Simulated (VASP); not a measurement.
Wanted: the native input for a VASP 6.6.1 run.

```
Task                   : single point
Functional             : PBE
Potentials or basis    : VASP PAW PBE potentials, release 64 (W_sv, S)
Cutoff                 : 520 eV
k mesh                 : 6 × 6 × 4
Occupations            : gaussian, width 0.1 eV
Spin                   : no spin polarisation
Dipole correction      : no
Further INCAR settings : ALGO = Normal; EDIFF = 1e-06; NBANDS = 28
```

The structure of WS lies in POSCAR:

```
WS
1.0
    3.2562357350      0.0000000000      0.0000000000
   -1.6281178675      2.8199828673      0.0000000000
    0.0000000000      0.0000000000      6.3768067218
W S
2 2
Direct
    0.0000000000      0.0000000000      0.0000000000
    0.0000000000      0.0000000000      0.5000000000
    0.3333333333      0.6666666667      0.2500000000
    0.6666666667      0.3333333333      0.7500000000
```

These files were run (other wordings do the same):

INCAR

```
PREC     = Accurate       # precision mode
ENCUT    = 520            # plane-wave cutoff, eV
EDIFF    = 1E-6           # SCF threshold, eV
ISMEAR   = 0              # smearing method
SIGMA    = 0.1            # smearing width, eV
LREAL    = F              # projectors in reciprocal space
LASPH    = T              # aspherical terms in the spheres
NELM     = 100            # most SCF steps
ALGO     = Normal         # electronic algorithm
ISIF     = 2              # what is computed and relaxed
LWAVE    = F              # write WAVECAR
LCHARG   = F              # write CHGCAR
GGA      = PE             # functional
NBANDS   = 28             # bands
```

KPOINTS

```
regular mesh
0
Gamma
  6 6 4
```

Potentials or basis: VASP PAW PBE potentials, release 64 (W_sv, S).

Launch:

```sh
$ cat potpaw_PBE.64/W_sv/POTCAR potpaw_PBE.64/S/POTCAR > POTCAR
$ mpirun -np 1 vasp_std > vasp.out
```

Results of the run:

```yaml
Pressure: 0.3 GPa
Band_gap_on_the_k_mesh: zero (band 20 reaches 13.21 eV, above the bottom of band 21 at 9.91 eV)
```

Caveat: the k points lie up to 0.37 Å⁻¹ apart; spin-orbit coupling is left out, which moves the levels of the heavy elements.

It took 17 s on 1 thread of Intel(R) Xeon(R) Platinum 8488C (Sapphire Rapids), with other jobs on the host, peak memory 0.18 GiB.
